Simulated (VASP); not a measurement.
# K (Im-3m) in VASP: notebook

Runs on K. Level: LDA. Tasks: single point, relaxation of cell and atoms.

All numbers are computed with VASP 6.6.1; they aren't measurements. Logs are shortened: lines on timing, memory, paths and dates and some standing lists are left out, and cuts for length are marked.

## 1. The cell of the first run

Symmetry: Im-3m, No. 229, cubic system. Conventional cell: a = 5.236 Å, b = 5.236 Å, c = 5.236 Å, α = 90.00°, β = 90.00°, γ = 90.00°.

## 2. Single point, LDA

Contents of INCAR:

```
SYSTEM = K
PREC = Accurate ; ENCUT = 520
EDIFF = 1E-6 ; ISMEAR = 0
SIGMA = 0.1 ; LREAL = .FALSE.
LASPH = .TRUE. ; NELM = 100
ALGO = Fast ; ISIF = 2
LWAVE = .FALSE. ; LCHARG = .TRUE.
LELF = .TRUE. ; LVHAR = .TRUE.
NBANDS = 10
```

Contents of KPOINTS:

```
Automatic mesh
0
G
  6 6 6
  0 0 0
```

Contents of POSCAR:

```
K
1.0
   -2.6180000000      2.6180000000      2.6180000000
    2.6180000000     -2.6180000000      2.6180000000
    2.6180000000      2.6180000000     -2.6180000000
K
1
Direct
    0.0000000000      0.0000000000      0.0000000000
```

Potentials or basis: VASP PAW LDA potentials, release 64 (K_sv).

Started as:

```bash
> cat potpaw_LDA.64/K_sv/POTCAR > POTCAR
> mpirun -np 1 vasp_std > vasp.out
```

OUTCAR:

```text
SYSTEM = K
   PREC = Accurate
   ENCUT = 520
   EDIFF = 1E-6
   ISMEAR = 0
   LREAL = .FALSE.
   LASPH = .TRUE.
   NELM = 100
   ISIF = 2

 ion  position               nearest neighbor table
   1  0.000  0.000  0.000-

  LATTYP: Found a body centered cubic cell.
 ALAT       =     5.2360000000

  Lattice vectors:

 A1 = (  -2.6180000000,   2.6180000000,   2.6180000000)
 A2 = (   2.6180000000,  -2.6180000000,   2.6180000000)
 A3 = (   2.6180000000,   2.6180000000,  -2.6180000000)

Analysis of symmetry for initial positions (statically):
=====================================================================
 Subroutine PRICEL returns:
 Original cell was already a primitive cell.

 Routine SETGRP: Setting up the symmetry group for a
 body centered cubic supercell.

 Subroutine GETGRP returns: Found 48 space group operations
 (whereof 48 operations were pure point group operations)
 out of a pool of 48 trial point group operations.

The static configuration has the point symmetry O_h .

Analysis of symmetry for dynamics (positions and initial velocities):
=====================================================================
 Subroutine PRICEL returns:
 Original cell was already a primitive cell.

 Routine SETGRP: Setting up the symmetry group for a
 body centered cubic supercell.

 Subroutine GETGRP returns: Found 48 space group operations
 (whereof 48 operations were pure point group operations)
 out of a pool of 48 trial point group operations.

The dynamic configuration has the point symmetry O_h .

 Subroutine INISYM returns: Found 48 space group operations
 (whereof 48 operations are pure point group operations),
 and found     1 'primitive' translations

----------------------------------------------------------------------------------------

                                     Primitive cell

  volume of cell :      71.7743

  direct lattice vectors                    reciprocal lattice vectors
    -2.618000000  2.618000000  2.618000000     0.000000000  0.190985485  0.190985485
     2.618000000 -2.618000000  2.618000000     0.190985485  0.000000000  0.190985485
     2.618000000  2.618000000 -2.618000000     0.190985485  0.190985485  0.000000000

  length of vectors
     4.534509014  4.534509014  4.534509014     0.270094263  0.270094263  0.270094263

  position of ions in fractional coordinates (direct lattice)
     0.000000000  0.000000000  0.000000000

  ion indices of the primitive-cell ions
   primitive index   ion index
                 1           1

----------------------------------------------------------------------------------------

 KPOINTS: Automatic mesh

Automatic generation of k-mesh.
 Grid dimensions read from file:
 generate k-points for:    6    6    6

 Generating k-lattice:

  Cartesian coordinates                     Fractional coordinates (reciprocal lattice)
     0.000000000  0.031830914  0.031830914     0.166666667  0.000000000  0.000000000
     0.031830914  0.000000000  0.031830914     0.000000000  0.166666667  0.000000000
     0.031830914  0.031830914  0.000000000     0.000000000  0.000000000  0.166666667

  Length of vectors
     0.045015711  0.045015711  0.045015711

  Shift w.r.t. Gamma in fractional coordinates (k-lattice)
     0.000000000  0.000000000  0.000000000

 Subroutine IBZKPT returns following result:
 ===========================================

 Found     16 irreducible k-points:

 Following reciprocal coordinates:
            Coordinates               Weight
  0.000000  0.000000  0.000000      1.000000
  0.166667  0.000000  0.000000     12.000000
  0.333333  0.000000  0.000000     12.000000
  0.500000  0.000000  0.000000      6.000000
  0.166667  0.166667  0.000000     24.000000
  0.333333  0.166667  0.000000     48.000000
[... 8 lines left out ...]
  0.500000  0.500000  0.333333     12.000000
  0.500000  0.500000  0.500000      1.000000
   k-points           NKPTS =     16   k-points in BZ     NKDIM =     16   number of bands    NBANDS=     10
   number of dos      NEDOS =    301   number of ions     NIONS =      1
   total plane-waves  NPLWV =  46656
   dimension x,y,z NGX =    36 NGY =   36 NGZ =   36
   dimension x,y,z NGXF=    72 NGYF=   72 NGZF=   72
   ions per type =               1
   NGX,Y,Z   is equivalent  to a cutoff of  13.20, 13.20, 13.20 a.u.
   NGXF,Y,Z  is equivalent  to a cutoff of  26.40, 26.40, 26.40 a.u.
 SYSTEM =  K
   PREC   = accura    normal or accurate (medium, high low for compatibility)
   ISTART =      0    job   : 0-new  1-cont  2-samecut
   ICHARG =      2    charge: 1-file 2-atom 10-const
   ISPIN  =      1    spin polarized calculation?
   LNONCOLLINEAR =      F non collinear calculations
   LSORBIT =      F    spin-orbit coupling
   LASPH  =      T    aspherical Exc in radial PAW
   ENCUT  =  520.0 eV  38.22 Ry    6.18 a.u.   8.43  8.43  8.43*2*pi/ulx,y,z
   NELM   =    100;   NELMIN=  2; NELMDL= -5     # of ELM steps
   EDIFF  = 0.1E-05   stopping-criterion for ELM
   LREAL  =      F    real-space projection
   EDIFFG = 0.1E-04   stopping-criterion for IOM
   NSW    =      0    number of steps for IOM
   IBRION =     -1    ionic relax: 0-MD 1-quasi-New 2-CG
   NFREE  =      0    steps in history (QN), initial steepest desc. (CG)
   ISIF   =      2    stress and relaxation
   ISYM   =      2    0-nonsym 1-usesym 2-fastsym
   POTIM  = 0.5000    time-step for ionic-motion
   TEBEG  =    0.0;   TEEND  =   0.0 temperature during run
   PSTRESS=    0.0 pullay stress
   NELECT =       9.0000    total number of electrons
   NUPDOWN=      -1.0000    fix difference up-down
   EMIN   =  10.00;   EMAX   =-10.00  energy-range for DOS
   EFERMI =   0.00;   METHOD = LEGACY
   ISMEAR =     0;   SIGMA  =   0.10  broadening in eV -4-tet -1-fermi 0-gaus
   EFERMI_NEDOS =   21; number of points for ismear=-14 and -15
   IALGO  =     68    algorithm
   IMIX   =      4    mixing-type and parameters
     AMIX     =   0.40;   BMIX     =  1.00
     AMIX_MAG =   1.60;   BMIX_MAG =  1.00
  volume/ion in A,a.u.               =      71.77       484.36
  Fermi-wavevector in a.u.,A,eV,Ry     =   0.819406  1.548454  9.135317  0.671427
  Thomas-Fermi vector in A             =   1.930206
   LORBIT       =      0    0 simple, 1 ext, 2 COOP (PROOUT), +10 PAW based schemes
   GGA     = CA    functional components
   LHFCALC =     F    Hartree Fock is set to
   AEXX    =    0.0000 exact exchange contribution
   IVDW    =     0    specifies the selected vdW correction
   LEPSILON=     F    determine dielectric tensor
   LRPA    =     F    only Hartree local field effects (RPA)
 non-spin polarized calculation
 RMM-DIIS sequential band-by-band and
 Gauss-broadening in eV      SIGMA  =   0.10
  energy-cutoff  :      520.00
  volume of cell :       71.77
 maximum number of plane-waves:      1961
 NGX is ok and might be reduce to    36
   NGX = 17   NGY = 17   NGZ = 17

 number of electron       9.0000001 magnetization

 Free energy of the ion-electron system (eV)
  ---------------------------------------------------
  ext. energy  EPLUGINS =         0.00000000
  ---------------------------------------------------
  free energy    TOTEN  =        -1.13946216 eV

  energy without entropy =       -1.12707651  energy(sigma->0) =       -1.13326933

 E-fermi :  -0.2352     XC(G=0):  -5.9326

 val. band max:       -0.5025612190   @ k =   0.1667   0.1667   0.1667
 cond. band min:      -0.2241121255   @ k =   0.3333   0.1667   0.0000
 fundamental gap:      0.2784490935
 Fermi energy:        -0.2352341312

 k-point     1 :       0.0000    0.0000    0.0000
  band No.  band energies     occupation
      1     -32.0608      2.00000
      2     -15.7388      2.00000
      3     -15.7388      2.00000
      4     -15.7388      2.00000
      5      -2.4560      2.00000
      6       3.9245      0.00000
      7       3.9245      0.00000
      8       3.9245      0.00000
      9       4.8758      0.00000
     10       4.8758      0.00000

 k-point     2 :       0.1667    0.0000    0.0000
  band No.  band energies     occupation
      1     -32.0596      2.00000
      2     -15.7583      2.00000
      3     -15.7453      2.00000
      4     -15.7387      2.00000
      5      -2.1056      2.00000
      6       3.3489      0.00000
      7       3.5649      0.00000
      8       4.2077      0.00000
      9       4.6272      0.00000
     10       4.8334      0.00000

 k-point     3 :       0.3333    0.0000    0.0000
  band No.  band energies     occupation
      1     -32.0571      2.00000
      2     -15.7967      2.00000
      3     -15.7582      2.00000
      4     -15.7387      2.00000
      5      -1.1212      2.00000
      6       1.8996      0.00000
      7       3.0409      0.00000
      8       4.7006      0.00000
      9       4.9670      0.00000
     10       5.0237      0.00000

 k-point     4 :       0.5000    0.0000    0.0000
  band No.  band energies     occupation
      1     -32.0558      2.00000
      2     -15.8157      2.00000
      3     -15.7647      2.00000
      4     -15.7387      2.00000
      5       0.1488      0.00000
      6       0.4892      0.00000
      7       2.8324      0.00000
      8       4.5216      0.00000
      9       5.3698      0.00000
     10       5.8198      0.00000

 k-point     5 :       0.1667    0.1667    0.0000
  band No.  band energies     occupation
      1     -32.0577      2.00000
      2     -15.7844      2.00000
      3     -15.7533      2.00000
      4     -15.7432      2.00000
      5      -1.4360      2.00000
      6       2.5521      0.00000
      7       2.9143      0.00000
      8       4.5105      0.00000
      9       4.6028      0.00000
     10       5.1833      0.00000

 k-point     6 :       0.3333    0.1667    0.0000
  band No.  band energies     occupation
      1     -32.0558      2.00000
      2     -15.8059      2.00000
      3     -15.7685      2.00000
      4     -15.7448      2.00000
      5      -0.2241      0.87502
      6       1.2643      0.00000
      7       2.4323      0.00000
      8       4.3375      0.00000
      9       5.0004      0.00000
     10       5.4045      0.00000

 k-point     7 :       0.3333    0.3333    0.0000
  band No.  band energies     occupation
      1     -32.0552      2.00000
      2     -15.7917      2.00000
      3     -15.7917      2.00000
      4     -15.7485      2.00000
      5       0.9772      0.00000
      6       0.9772      0.00000
      7       1.2982      0.00000
      8       4.2232      0.00000
      9       5.0192      0.00000
     10       5.0196      0.00000

 k-point     8 :       0.1667    0.1667    0.1667
  band No.  band energies     occupation
      1     -32.0563      2.00000
      2     -15.7993      2.00000
      3     -15.7559      2.00000
      4     -15.7559      2.00000
      5      -0.5026      1.99984
      6       1.9991      0.00000
      7       1.9991      0.00000
      8       4.0525      0.00000
      9       5.2263      0.00000
     10       5.2265      0.00000

 k-point     9 :       0.3333    0.1667    0.1667
  band No.  band energies     occupation
      1     -32.0556      2.00000
      2     -15.7957      2.00000
      3     -15.7733      2.00000
      4     -15.7572      2.00000
      5       0.8145      0.00000
      6       0.8202      0.00000
      7       1.8175      0.00000
      8       3.3594      0.00000
      9       5.3290      0.00000
     10       5.4271      0.00000

 k-point    10 :      -0.1667    0.1667    0.1667
  band No.  band energies     occupation
      1     -32.0584      2.00000
      2     -15.7618      2.00000
      3     -15.7520      2.00000
      4     -15.7520      2.00000
      5      -1.7647      2.00000
      6       3.4494      0.00000
      7       3.4494      0.00000
      8       3.4609      0.00000
      9       4.3294      0.00000
     10       5.3095      0.00000

 k-point    11 :      -0.3333    0.3333    0.1667
  band No.  band energies     occupation
      1     -32.0560      2.00000
      2     -15.7933      2.00000
      3     -15.7654      2.00000
      4     -15.7535      2.00000
      5      -0.8076      2.00000
      6       2.0421      0.00000
      7       3.1032      0.00000
      8       3.5883      0.00000
      9       4.9405      0.00000
     10       5.0334      0.00000

 k-point    12 :       0.5000    0.5000    0.1667
  band No.  band energies     occupation
      1     -32.0549      2.00000
      2     -15.8103      2.00000
      3     -15.7721      2.00000
      4     -15.7528      2.00000
      5       0.5028      0.00000
      6       0.6374      0.00000
      7       2.9400      0.00000
      8       3.4255      0.00000
      9       4.9557      0.00000
     10       6.1653      0.00000

 k-point    13 :      -0.3333    0.5000    0.1667
  band No.  band energies     occupation
      1     -32.0544      2.00000
      2     -15.8008      2.00000
      3     -15.7838      2.00000
      4     -15.7586      2.00000
      5       0.3187      0.00000
      6       1.4591      0.00000
      7       2.1341      0.00000
      8       3.9497      0.00000
      9       4.3991      0.00000
     10       5.4440      0.00000

 k-point    14 :      -0.3333    0.3333    0.3333
  band No.  band energies     occupation
      1     -32.0540      2.00000
      2     -15.7894      2.00000
      3     -15.7798      2.00000
      4     -15.7798      2.00000
      5       0.0456      0.00007
      6       1.9481      0.00000
      7       3.1616      0.00000
      8       3.1616      0.00000
      9       3.7414      0.00000
     10       5.3311      0.00000

 k-point    15 :       0.5000    0.5000    0.3333
  band No.  band energies     occupation
      1     -32.0529      2.00000
      2     -15.7996      2.00000
      3     -15.7869      2.00000
      4     -15.7806      2.00000
      5       1.0544      0.00000
      6       1.2554      0.00000
      7       2.7353      0.00000
      8       3.1572      0.00000
      9       3.9270      0.00000
     10       5.8354      0.00000

 k-point    16 :       0.5000    0.5000    0.5000
  band No.  band energies     occupation
      1     -32.0520      2.00000
      2     -15.7943      2.00000
      3     -15.7943      2.00000
      4     -15.7943      2.00000
      5       1.4082      0.00000
      6       1.4082      0.00000
      7       3.2654      0.00000
      8       3.2654      0.00000
      9       3.2655      0.00000
     10       5.3117      0.00000

------------------------ aborting loop because EDIFF is reached ----------------------------------------

  FORCE on cell =-STRESS in cart. coord.  units (eV):
  Direction    XX          YY          ZZ          XY          YZ          ZX
  --------------------------------------------------------------------------------------
  -------------------------------------------------------------------------------------
  Total       -0.1738186     -0.1738186     -0.1738186      0.0000000     -0.0000000      0.0000000
  in kB       -3.8800557     -3.8800557     -3.8800557      0.0000000     -0.0000000      0.0000000
  external PRESSURE =      -3.8800557 kB  Pullay stress =       0.0000000 kB

 VOLUME and BASIS-vectors are now :
 -----------------------------------------------------------------------------
  energy-cutoff  :      520.00
  volume of cell :       71.77
      direct lattice vectors                 reciprocal lattice vectors
    -2.618000000  2.618000000  2.618000000     0.000000000  0.190985485  0.190985485
     2.618000000 -2.618000000  2.618000000     0.190985485  0.000000000  0.190985485
     2.618000000  2.618000000 -2.618000000     0.190985485  0.190985485  0.000000000

 POSITION                                       TOTAL-FORCE (eV/Angst)
 -----------------------------------------------------------------------------------
      0.00000      0.00000      0.00000        -0.000000      0.000000      0.000000
 -----------------------------------------------------------------------------------
    total drift:                               -0.000000      0.000000      0.000000

  FREE ENERGIE OF THE ION-ELECTRON SYSTEM (eV)
  ---------------------------------------------------
  free  energy   TOTEN  =        -1.1394621565 eV

  energy  without entropy=       -1.1270765084  energy(sigma->0) =       -1.13326933
```

Run time: 5.6 s. Hardware: 1 thread of Intel Xeon 6975P-C (Granite Rapids), shared host; peak memory 0.16 GiB.

Results:

```yaml
Free_energy: -1.1395 eV
Pressure: -0.4 GPa
Band_gap_on_the_k_mesh: zero (an odd number of electrons rules out a gap without spin polarisation)
```

Levels at points of the mesh, in eV from the Fermi level:
```csv
k point,band 1,band 2,band 3,band 4,band 5,band 6,band 7,band 8
"(0.00, 0.00, 0.00)",-31.83,-15.50,-15.50,-15.50,-2.22,4.16,4.16,4.16
"(0.50, 0.00, 0.00)",-31.82,-15.58,-15.53,-15.50,0.38,0.72,3.07,4.76
"(0.50, 0.50, 0.50)",-31.82,-15.56,-15.56,-15.56,1.64,1.64,3.50,3.50
```

## 3. Single point, LDA

This run uses another cell than the first one, of 64.37 Å³/atom.

Contents of INCAR:

```
SYSTEM = K
ALGO = Fast ; EDIFF = 1E-6
ENCUT = 520 ; ISIF = 2
ISMEAR = 0 ; LASPH = .TRUE.
LCHARG = .FALSE. ; LREAL = .FALSE.
LWAVE = .FALSE. ; NBANDS = 10
NELM = 100 ; PREC = Accurate
SIGMA = 0.1
```

Contents of KPOINTS:

```
k-points
0
G
  12 12 12
  0 0 0
```

Contents of POSCAR:

```
K
1.0
   -2.5247258096      2.5247258096      2.5247258096
    2.5247258096     -2.5247258096      2.5247258096
    2.5247258096      2.5247258096     -2.5247258096
K
1
Direct
    0.0000000000      0.0000000000      0.0000000000
```

Potentials or basis: VASP PAW LDA potentials, release 64 (K_sv).

Started as:

```bash
> cat potpaw_LDA.64/K_sv/POTCAR > POTCAR
> mpirun -np 1 vasp_std > vasp.out
```

It took 16 s on 1 thread of Intel Xeon 6975P-C (Granite Rapids), shared host; peak memory 0.19 GiB.

The run converged. Its results:

```
Free energy            : -1.1657 eV
Pressure               : 0.0 GPa
Band gap on the k mesh : zero (an odd number of electrons rules out a gap without spin polarisation)
```

Levels at points of the mesh, in eV from the Fermi level:
```tsv
k point	band 1	band 2	band 3	band 4	band 5	band 6	band 7	band 8
(0.00, 0.00, 0.00)	-31.73	-15.40	-15.40	-15.40	-2.35	4.29	4.29	4.29
(0.50, 0.00, 0.00)	-31.72	-15.51	-15.44	-15.40	0.40	0.82	3.12	5.02
(0.50, 0.50, 0.50)	-31.72	-15.48	-15.48	-15.48	1.60	1.60	3.84	3.84
```

## 4. Single point, LDA

This run uses another cell than the first one, of 64.37 Å³/atom.

Contents of INCAR:

```
SYSTEM = K
PREC = Accurate
ENCUT = 520
EDIFF = 1E-6
ISMEAR = 0
SIGMA = 0.1
LREAL = .FALSE.
LASPH = .TRUE.
NELM = 80
ALGO = Normal
ISIF = 2
LWAVE = .FALSE.
LCHARG = .FALSE.
GGA = CA
NBANDS = 10
```

Contents of KPOINTS:

```
regular mesh
0
G
  12 12 12
  0 0 0
```

POSCAR is that of step 3.

Started as:

```bash
> cat potpaw_LDA.64/K_sv/POTCAR > POTCAR
> mpirun -np 1 vasp_std > vasp.out
```

Wall time 12 s (1 thread of Intel Xeon 6975P-C (Granite Rapids), shared host); peak memory 0.18 GiB.

It converged, with:

* Free energy: -1.1657 eV
* Pressure: 0.0 GPa
* Band gap on the k mesh: zero (an odd number of electrons rules out a gap without spin polarisation)

Levels at points of the mesh, in eV from the Fermi level:
```csv
k point,band 1,band 2,band 3,band 4,band 5,band 6,band 7,band 8
"(0.00, 0.00, 0.00)",-31.73,-15.40,-15.40,-15.40,-2.35,4.29,4.29,4.29
"(0.50, 0.00, 0.00)",-31.72,-15.51,-15.44,-15.40,0.40,0.82,3.12,5.02
"(0.50, 0.50, 0.50)",-31.72,-15.48,-15.48,-15.48,1.60,1.60,3.84,3.84
```

(Continued in part 2 of 2.)

The gap in the log of VASP goes by the Fermi energy; the results here count the filled bands.